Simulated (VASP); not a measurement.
Set up this calculation in VASP 6.6.1, as the native input.

* Task: single point
* Functional: PBE
* Potentials or basis: VASP PAW PBE potentials, release 64 (Hf_pv, Si, O, F)
* Cutoff: 520 eV
* k mesh: 4 × 4 × 4
* Occupations: gaussian, width 0.1 eV
* Spin: no spin polarisation
* Dipole correction: no
* Further INCAR settings: ALGO = Normal; EDIFF = 1e-06; NBANDS = 31

The structure of Hf2SiOF2 lies in POSCAR:

```
Hf2SiOF2
1.0
    3.8979890100      0.0000000000      0.0000000000
    0.0000000000      3.8979890100      0.0000000000
    0.0000000000      0.0000000000      4.9567257500
Hf Si O F
2 1 1 2
Direct
    0.5000000000      0.5000000000      0.7211725700
    0.5000000000      0.5000000000      0.2788274300
    0.0000000000      0.0000000000      0.5000000000
    0.0000000000      0.0000000000      0.0000000000
    0.5000000000      0.0000000000      0.0000000000
    0.0000000000      0.5000000000      0.0000000000
```

The input as run:

INCAR

```
SYSTEM = Hf2SiOF2
PREC = Accurate ; ENCUT = 520
EDIFF = 1E-6 ; ISMEAR = 0
SIGMA = 0.1 ; LREAL = .FALSE.
LASPH = .TRUE. ; NELM = 80
ALGO = Normal ; ISIF = 2
LWAVE = .FALSE. ; LCHARG = .FALSE.
GGA = PE ; NBANDS = 31
```

KPOINTS

```
regular mesh
0
G
  4 4 4
  0 0 0
```

Potentials or basis: VASP PAW PBE potentials, release 64 (Hf_pv, Si, O, F).

Command:

```sh
$ cat potpaw_PBE.64/Hf_pv/POTCAR potpaw_PBE.64/Si/POTCAR potpaw_PBE.64/O/POTCAR potpaw_PBE.64/F/POTCAR > POTCAR
$ mpirun -np 1 vasp_std > vasp.out
```

It gave:

- Pressure: 26.2 GPa
- Largest force: 9.857 eV/Å
- Band gap on the k mesh: zero (band 22 reaches 7.33 eV, above the bottom of band 23 at 6.34 eV)

Caveat: the k points lie up to 0.40 Å⁻¹ apart; spin-orbit coupling is left out, which moves the levels of the heavy elements; forces of over 1 eV/Å act on the atoms, so gaps and moduli don't describe the material at rest.

It took 56 s on 1 thread of Intel(R) Xeon(R) Platinum 8375C CPU @ 2.90GHz (Ice Lake) (shared host), peak memory 0.2 GiB.
